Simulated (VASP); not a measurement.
# Ti3SiPd (Cmmm) in VASP: single point with PBE

Aim: the single point of Ti3SiPd with PBE.

Program: VASP 6.6.1. These are calculated values, not measurements. Logs are shortened: lines on timing, memory, paths and dates and some standing lists are left out, and cuts for length are marked.

**1. The cell of the first run**

The structure is orthorhombic, space group Cmmm (No. 65). The conventional cell has a = 9.543 Å, b = 9.759 Å, c = 3.477 Å, α = 90.00°, β = 90.00°, γ = 90.00°. Ti (site symmetry m2m) has 4 Si at 2.64 Å and 2 Pd at 2.66 Å and 9 Ti at 3.08 to 3.48 Å within 3.5 Å. Ti (site symmetry 2mm) has 2 Si at 2.54 Å and 4 Pd at 2.75 Å and 5 Ti at 3.07 to 3.39 Å within 3.4 Å. Within 3.5 Å of Ti (site symmetry 2/m) lie 2 Pd at 2.64 Å and 2 Si at 2.70 Å and 10 Ti at 3.07 to 3.48 Å. Si (site symmetry 2mm) has 1 Si at 2.44 Å and 8 Ti at 2.54 to 2.70 Å within 3.2 Å. Within 3.4 Å of Pd (site symmetry m2m) lie 1 Pd at 2.60 Å and 8 Ti at 2.64 to 2.75 Å.

**2. Single point, PBE**

File INCAR:

```
SYSTEM = Ti3SiPd
ALGO     = Fast           ! electronic algorithm
EDIFF    = 1E-6           ! SCF threshold, eV
ENCUT    = 520            ! plane-wave cutoff, eV
GGA      = PE             ! functional
ISIF     = 2              ! what is computed and relaxed
ISMEAR   = 0              ! smearing method
LASPH    = .TRUE.         ! aspherical terms in the spheres
LCHARG   = .TRUE.         ! write CHGCAR
LELF     = .TRUE.         ! ELF
LREAL    = .FALSE.        ! projectors in reciprocal space
LVHAR    = .TRUE.       
LWAVE    = .FALSE.        ! write WAVECAR
NBANDS   = 61             ! bands
NELM     = 60             ! most SCF steps
PREC     = Accurate       ! precision mode
SIGMA    = 0.2            ! smearing width, eV
```

File KPOINTS:

```
k-points
0
G
  3 3 5
  0 0 0
```

File POSCAR:

```
Ti3SiPd
1.0
    4.8796161973     -4.7714560813      0.0000000000
    4.8796161973      4.7714560813      0.0000000000
    0.0000000000      0.0000000000      3.4772834915
Ti Si Pd
6 2 2
Direct
    0.8387042355      0.8387042355      0.5000000000
    0.1612957645      0.1612957645      0.5000000000
    0.3224170874      0.6775829126      0.5000000000
    0.6775829126      0.3224170874      0.5000000000
    0.5000000000      0.0000000000      0.0000000000
    0.0000000000      0.5000000000      0.0000000000
    0.1276713304      0.8723286696      0.0000000000
    0.8723286696      0.1276713304      0.0000000000
    0.6330918649      0.6330918649      0.0000000000
    0.3669081351      0.3669081351      0.0000000000
```

Potentials or basis: VASP PAW PBE potentials, release 64 (Ti_sv, Si, Pd).

Launch:

```console
> cat potpaw_PBE.64/Ti_sv/POTCAR potpaw_PBE.64/Si/POTCAR potpaw_PBE.64/Pd/POTCAR > POTCAR
> mpirun -np 1 vasp_std > vasp.out
```

OUTCAR:

```text
SYSTEM = Ti3SiPd
   EDIFF = 1E-6
   ENCUT = 520
   GGA = PE
   ISIF = 2
   ISMEAR = 0
   LASPH = .TRUE.
   LREAL = .FALSE.
   NELM = 60
   PREC = Accurate

 ion  position               nearest neighbor table
   1  0.839  0.839  0.500-   7 2.64   8 2.64   7 2.64   8 2.64   9 2.66   9 2.66
   2  0.161  0.161  0.500-   7 2.64   8 2.64   7 2.64   8 2.64  10 2.66  10 2.66
   3  0.322  0.678  0.500-   7 2.54   7 2.54  10 2.75   9 2.75   9 2.75  10 2.75
   4  0.678  0.322  0.500-   8 2.54   8 2.54  10 2.75   9 2.75   9 2.75  10 2.75
   5  0.500  0.000  0.000-   9 2.64  10 2.64   7 2.70   8 2.70
   6  0.000  0.500  0.000-   9 2.64  10 2.64   7 2.70   8 2.70
   7  0.128  0.872  0.000-   8 2.44   3 2.54   3 2.54   2 2.64   1 2.64   2 2.64   1 2.64   5 2.70
                             6 2.70
   8  0.872  0.128  0.000-   7 2.44   4 2.54   4 2.54   2 2.64   1 2.64   2 2.64   1 2.64   5 2.70
                             6 2.70
   9  0.633  0.633  0.000-  10 2.60   6 2.64   5 2.64   1 2.66   1 2.66   3 2.75   4 2.75   3 2.75
                             4 2.75
  10  0.367  0.367  0.000-   9 2.60   6 2.64   5 2.64   2 2.66   2 2.66   3 2.75   4 2.75   3 2.75
                             4 2.75

  LATTYP: Found a base centered orthorhombic cell.
 ALAT       =     9.5429121626
 B/A-ratio  =     1.0226681571
 C/A-ratio  =     0.3643838937

  Lattice vectors:

 A1 = (  -4.8796161973,  -4.7714560813,   0.0000000000)
 A2 = (   4.8796161973,  -4.7714560813,   0.0000000000)
 A3 = (   0.0000000000,   0.0000000000,   3.4772834915)

Analysis of symmetry for initial positions (statically):
=====================================================================
 Subroutine PRICEL returns:
 Original cell was already a primitive cell.

 Routine SETGRP: Setting up the symmetry group for a
 base centered orthorhombic supercell.

 Subroutine GETGRP returns: Found  8 space group operations
 (whereof  8 operations were pure point group operations)
 out of a pool of  8 trial point group operations.

The static configuration has the point symmetry D_2h.

Analysis of symmetry for dynamics (positions and initial velocities):
=====================================================================
 Subroutine PRICEL returns:
 Original cell was already a primitive cell.

 Routine SETGRP: Setting up the symmetry group for a
 base centered orthorhombic supercell.

 Subroutine GETGRP returns: Found  8 space group operations
 (whereof  8 operations were pure point group operations)
 out of a pool of  8 trial point group operations.

The dynamic configuration has the point symmetry D_2h.

 Subroutine INISYM returns: Found  8 space group operations
 (whereof  8 operations are pure point group operations),
 and found     1 'primitive' translations

----------------------------------------------------------------------------------------

                                     Primitive cell

  volume of cell :     161.9223

  direct lattice vectors                    reciprocal lattice vectors
     4.879616197 -4.771456081  0.000000000     0.102467075 -0.104789815  0.000000000
     4.879616197  4.771456081  0.000000000     0.102467075  0.104789815  0.000000000
     0.000000000  0.000000000  3.477283492     0.000000000  0.000000000  0.287580809

  length of vectors
     6.824767203  6.824767203  3.477283492     0.146561956  0.146561956  0.287580809

  position of ions in fractional coordinates (direct lattice)
     0.838704236  0.838704236  0.500000000
     0.161295764  0.161295764  0.500000000
     0.322417087  0.677582913  0.500000000
     0.677582913  0.322417087  0.500000000
     0.500000000  0.000000000  0.000000000
     0.000000000  0.500000000  0.000000000
     0.127671330  0.872328670  0.000000000
     0.872328670  0.127671330  0.000000000
     0.633091865  0.633091865  0.000000000
     0.366908135  0.366908135  0.000000000

  ion indices of the primitive-cell ions
   primitive index   ion index
                 1           1
                 2           2
                 3           3
                 4           4
                 5           5
                 6           6
                 7           7
                 8           8
                 9           9
                10          10

----------------------------------------------------------------------------------------

 KPOINTS: k-points

Automatic generation of k-mesh.
 Grid dimensions read from file:
 generate k-points for:    3    3    5

 Generating k-lattice:

  Cartesian coordinates                     Fractional coordinates (reciprocal lattice)
     0.034155692 -0.034929938  0.000000000     0.333333333 -0.000000000  0.000000000
     0.034155692  0.034929938  0.000000000    -0.000000000  0.333333333  0.000000000
     0.000000000  0.000000000  0.057516162     0.000000000  0.000000000  0.200000000

  Length of vectors
     0.048853985  0.048853985  0.057516162

  Shift w.r.t. Gamma in fractional coordinates (k-lattice)
     0.000000000  0.000000000  0.000000000

 Subroutine IBZKPT returns following result:
 ===========================================

 Found     12 irreducible k-points:

 Following reciprocal coordinates:
            Coordinates               Weight
  0.000000  0.000000  0.000000      1.000000
  0.333333 -0.000000  0.000000      4.000000
  0.333333  0.333333  0.000000      2.000000
 -0.333333  0.333333  0.000000      2.000000
  0.000000  0.000000  0.200000      2.000000
  0.333333 -0.000000  0.200000      8.000000
  0.333333  0.333333  0.200000      4.000000
 -0.333333  0.333333  0.200000      4.000000
  0.000000  0.000000  0.400000      2.000000
  0.333333 -0.000000  0.400000      8.000000
  0.333333  0.333333  0.400000      4.000000
 -0.333333  0.333333  0.400000      4.000000
   k-points           NKPTS =     12   k-points in BZ     NKDIM =     12   number of bands    NBANDS=     61
   number of dos      NEDOS =    301   number of ions     NIONS =     10
   total plane-waves  NPLWV =  81648
   dimension x,y,z NGX =    54 NGY =   54 NGZ =   28
   dimension x,y,z NGXF=   108 NGYF=  108 NGZF=   56
   ions per type =               6   2   2
   NGX,Y,Z   is equivalent  to a cutoff of  13.15, 13.15, 13.39 a.u.
   NGXF,Y,Z  is equivalent  to a cutoff of  26.31, 26.31, 26.77 a.u.
 SYSTEM =  Ti3SiPd
   PREC   = accura    normal or accurate (medium, high low for compatibility)
   ISTART =      0    job   : 0-new  1-cont  2-samecut
   ICHARG =      2    charge: 1-file 2-atom 10-const
   ISPIN  =      1    spin polarized calculation?
   LNONCOLLINEAR =      F non collinear calculations
   LSORBIT =      F    spin-orbit coupling
   LASPH  =      T    aspherical Exc in radial PAW
   ENCUT  =  520.0 eV  38.22 Ry    6.18 a.u.  12.69 12.69  6.47*2*pi/ulx,y,z
   NELM   =     60;   NELMIN=  2; NELMDL= -5     # of ELM steps
   EDIFF  = 0.1E-05   stopping-criterion for ELM
   LREAL  =      F    real-space projection
   EDIFFG = 0.1E-04   stopping-criterion for IOM
   NSW    =      0    number of steps for IOM
   IBRION =     -1    ionic relax: 0-MD 1-quasi-New 2-CG
   NFREE  =      0    steps in history (QN), initial steepest desc. (CG)
   ISIF   =      2    stress and relaxation
   ISYM   =      2    0-nonsym 1-usesym 2-fastsym
   POTIM  = 0.5000    time-step for ionic-motion
   TEBEG  =    0.0;   TEEND  =   0.0 temperature during run
   PSTRESS=    0.0 pullay stress
   NELECT =     100.0000    total number of electrons
   NUPDOWN=      -1.0000    fix difference up-down
   EMIN   =  10.00;   EMAX   =-10.00  energy-range for DOS
   EFERMI =   0.00;   METHOD = LEGACY
   ISMEAR =     0;   SIGMA  =   0.20  broadening in eV -4-tet -1-fermi 0-gaus
   EFERMI_NEDOS =   21; number of points for ismear=-14 and -15
   IALGO  =     68    algorithm
   IMIX   =      4    mixing-type and parameters
     AMIX     =   0.40;   BMIX     =  1.00
     AMIX_MAG =   1.60;   BMIX_MAG =  1.00
  volume/ion in A,a.u.               =      16.19       109.27
  Fermi-wavevector in a.u.,A,eV,Ry     =   1.394139  2.634540 26.444587  1.943622
  Thomas-Fermi vector in A             =   2.517717
   LORBIT       =      0    0 simple, 1 ext, 2 COOP (PROOUT), +10 PAW based schemes
   GGA     = PE    functional components
   LHFCALC =     F    Hartree Fock is set to
   AEXX    =    0.0000 exact exchange contribution
   IVDW    =     0    specifies the selected vdW correction
   LEPSILON=     F    determine dielectric tensor
   LRPA    =     F    only Hartree local field effects (RPA)
 non-spin polarized calculation
 RMM-DIIS sequential band-by-band and
 Gauss-broadening in eV      SIGMA  =   0.20
  energy-cutoff  :      520.00
  volume of cell :      161.92
 maximum number of plane-waves:      4382
 NGX is ok and might be reduce to    54
   NGX = 25   NGY = 25   NGZ = 13

 number of electron     100.0000000 magnetization

 number of electron      99.9999997 magnetization

 Free energy of the ion-electron system (eV)
  ---------------------------------------------------
  ext. energy  EPLUGINS =         0.00000000
  ---------------------------------------------------
  free energy    TOTEN  =       -73.42618507 eV

  energy without entropy =      -73.17968765  energy(sigma->0) =      -73.30293636

 E-fermi :   8.9180     XC(G=0): -11.7423

 val. band max:        8.8993410323   @ k =   0.3333  -0.0000   0.2000
 cond. band min:       8.9180894108   @ k =   0.3333   0.3333   0.4000
 fundamental gap:      0.0187483784
 Fermi energy:         8.9180016300

 k-point     1 :       0.0000    0.0000    0.0000
  band No.  band energies     occupation
      1     -48.0712      2.00000
      2     -48.0513      2.00000
      3     -48.0425      2.00000
      4     -48.0286      2.00000
      5     -47.8928      2.00000
      6     -47.8870      2.00000
[... 53 lines left out ...]
     60      10.5334      0.00000
     61      10.8315      0.00000

 k-point     2 :       0.3333   -0.0000    0.0000
  band No.  band energies     occupation
      1     -48.0676      2.00000
      2     -48.0587      2.00000
      3     -48.0367      2.00000
      4     -48.0306      2.00000
      5     -47.8938      2.00000
      6     -47.8860      2.00000
[... 638 lines left out ...]
      5     -47.8912      2.00000
      6     -47.8829      2.00000
[... 53 lines left out ...]
     60      10.8856      0.00000
     61      10.9922      0.00000

------------------------ aborting loop because EDIFF is reached ----------------------------------------

  FORCE on cell =-STRESS in cart. coord.  units (eV):
  Direction    XX          YY          ZZ          XY          YZ          ZX
  --------------------------------------------------------------------------------------
  -------------------------------------------------------------------------------------
  Total        0.3326076     -0.1494841      0.3784433      0.0000000      0.0000000      0.0000000
  in kB        3.2910621     -1.4791047      3.7445934      0.0000000      0.0000000      0.0000000
  external PRESSURE =       1.8521836 kB  Pullay stress =       0.0000000 kB

 VOLUME and BASIS-vectors are now :
 -----------------------------------------------------------------------------
  energy-cutoff  :      520.00
  volume of cell :      161.92
      direct lattice vectors                 reciprocal lattice vectors
     4.879616197 -4.771456081  0.000000000     0.102467075 -0.104789815  0.000000000
     4.879616197  4.771456081  0.000000000     0.102467075  0.104789815  0.000000000
     0.000000000  0.000000000  3.477283492     0.000000000  0.000000000  0.287580809

 POSITION                                       TOTAL-FORCE (eV/Angst)
 -----------------------------------------------------------------------------------
      8.18511      0.00000      1.73864        -0.034637      0.000000      0.000000
      1.57412      0.00000      1.73864         0.034637      0.000000      0.000000
      4.87962      1.69466      1.73864         0.000000      0.034008      0.000000
      4.87962     -1.69466      1.73864         0.000000     -0.034008     -0.000000
      2.43981     -2.38573      0.00000         0.000000      0.000000      0.000000
      2.43981      2.38573      0.00000         0.000000      0.000000      0.000000
      4.87962      3.55310      0.00000         0.000000     -0.007091      0.000000
      4.87962     -3.55310      0.00000         0.000000      0.007091      0.000000
      6.17849      0.00000      0.00000         0.007533      0.000000     -0.000000
      3.58074      0.00000      0.00000        -0.007533      0.000000      0.000000
 -----------------------------------------------------------------------------------
    total drift:                                0.000000      0.000000     -0.000000

  FREE ENERGIE OF THE ION-ELECTRON SYSTEM (eV)
  ---------------------------------------------------
  free  energy   TOTEN  =       -73.4261850748 eV

  energy  without entropy=      -73.1796876502  energy(sigma->0) =      -73.30293636
```

Run time: 8.4 min. Hardware: 1 thread of Intel Xeon Platinum 8375C at 2.90GHz (Ice Lake), shared host; peak memory 0.34 GiB.

Results:

| Quantity | Value |
| --- | --- |
| Free energy | -73.4262 eV |
| Pressure | 0.2 GPa |
| Largest force | 0.035 eV/Å |
| Band gap on the k mesh | zero (band 50 reaches 9.23 eV, above the bottom of band 51 at 8.74 eV) |

Forces on the atoms (eV/Å):
```
Ti  -0.035  0.000  0.000
Ti   0.035  0.000  0.000
Ti   0.000  0.034  0.000
Ti   0.000 -0.034  0.000
Ti   0.000  0.000  0.000
Ti   0.000  0.000  0.000
Si   0.000 -0.007  0.000
Si   0.000  0.007  0.000
Pd   0.008  0.000  0.000
Pd  -0.008  0.000  0.000
```

Levels at points of the mesh, in eV from the Fermi level:
```
           k point  band 46  band 47  band 48  band 49  band 50  band 51  band 52  band 53  band 54  band 55
(0.00, 0.00, 0.00)    -0.89    -0.79    -0.06     0.07     0.16     0.27     0.45     0.68     0.83     1.06
```

Caveat: the k points lie up to 0.36 Å⁻¹ apart.
